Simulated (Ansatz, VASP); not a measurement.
Ti: VASP beside Ansatz

```xyz
1
Lattice="-1.6082 1.6082 1.6410 1.6082 -1.6082 1.6410 1.6738 1.6738 -1.6410" Properties=species:S:1:pos:R:3 pbc="T T T"
Ti    0.0000    0.0000    0.0000
```

Alike in both runs: functional PBEsol; k mesh 10 × 10 × 10; occupations fermi-dirac, width 0.05 eV; no spin polarisation.

|  | VASP | Ansatz |
| --- | --- | --- |
| version | VASP 6.6.1 | Ansatz 0.2.0 |
| potentials or method | VASP PAW PBE potentials, release 64 (Ti_sv) | Ansatz PAW |
| plane-wave cutoff (eV) | 500 | 420 |
| valence electrons in the cell | 12 | 12 |
| task | single point | band structure |

Ansatz gave:

```
gap on the k mesh at the Fermi level (eV)                     : none
pressure (GPa)                                                : -6.7
traceless stress, the component that is largest in VASP (GPa) : -1.53
```

Problem. What did VASP give for the same quantities?

Solution. gap on the k mesh at the Fermi level (eV): none; pressure (GPa): -6.9; traceless stress, the component that is largest in VASP (GPa): -1.51.

VASP's potentials were made for PBE, not for PBEsol. A gap of «none» marks a metal or a gap that the smearing closes.
